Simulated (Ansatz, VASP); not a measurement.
## CaO: VASP beside Ansatz

```
CELL_PARAMETERS angstrom
0.00000 2.41506 2.41506
2.41506 0.00000 2.41506
2.41506 2.41506 0.00000
ATOMIC_POSITIONS crystal
Ca 0.00000 0.00000 0.00000
O 0.50000 0.50000 0.50000
```

Alike in both runs: functional PBE; k mesh 8 × 8 × 8; occupations gaussian, width 0.02 eV; no spin polarisation.

Ansatz relaxed the structure, and its values are those at the end. VASP's run is a single point on that final structure, the one shown.

|  | VASP | Ansatz |
| --- | --- | --- |
| version | VASP 6.6.1 | Ansatz 0.2.0 |
| potentials or method | VASP PAW PBE potentials, release 64 (Ca_sv, O), cutoff 520 eV | scalar-relativistic, plane waves, PAW |
| valence electrons in the cell | 16 | 16 |

Ansatz gave:

```
gap on the k mesh at the Fermi level (eV) : 3.66
least direct gap on the mesh (eV)         : 4.03
pressure (GPa)                            : 0.0
```

Q: What did VASP give for the same quantities?

A: gap on the k mesh at the Fermi level (eV): 3.64; least direct gap on the mesh (eV): 4.02; pressure (GPa): 0.6.

The functional is the same, so the differences come from potentials, cutoffs and numerics.
